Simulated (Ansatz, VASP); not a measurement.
BaTaH4: VASP beside Ansatz

```
Ba Ta H
1.0
     3.00304    0.00000    0.00000
     0.00000    3.27508    0.00000
     0.00000    0.00000    6.81634
Ba Ta H
1 1 4
Direct
  0.00000 0.00000 0.96896
  0.00000 0.50000 0.45108
  0.50000 0.00000 0.37572
  0.50000 0.50000 0.84685
  0.50000 0.50000 0.24421
  0.50000 0.00000 0.61319
```

Alike in both runs: functional PBE; k mesh 12 × 12 × 6; occupations gaussian, width 0.1 eV; no spin polarisation.

Ansatz relaxed the structure, and its values are those at the end. VASP's run is a single point on that final structure, the one shown.

|  | VASP | Ansatz |
| --- | --- | --- |
| version | VASP 6.6.1 | Ansatz 0.2.0 |
| potentials or method | VASP PAW PBE potentials, release 64 (Ba_sv, Ta_pv, H), cutoff 520 eV | scalar-relativistic, plane waves, PAW |
| valence electrons in the cell | 25 | 27 |

Ansatz gave:

| Property | Result |
| --- | --- |
| gap on the k mesh at the Fermi level (eV) | none |
| pressure (GPa) | 0.0 |
| rms of the force components (eV/Å) | 0.002 |

Problem. What did VASP give for the same quantities?

Solution. gap on the k mesh at the Fermi level (eV): none; pressure (GPa): 1.7; rms of the force components (eV/Å): 0.036.

A gap of «none» marks a metal or a gap that the smearing closes. The functional is the same, so the differences come from potentials, cutoffs and numerics. VASP's potentials hold 25 valence electrons a cell and Ansatz's 27, so a difference there can come from the potentials and not from the codes.

Neither program's run includes spin-orbit coupling.
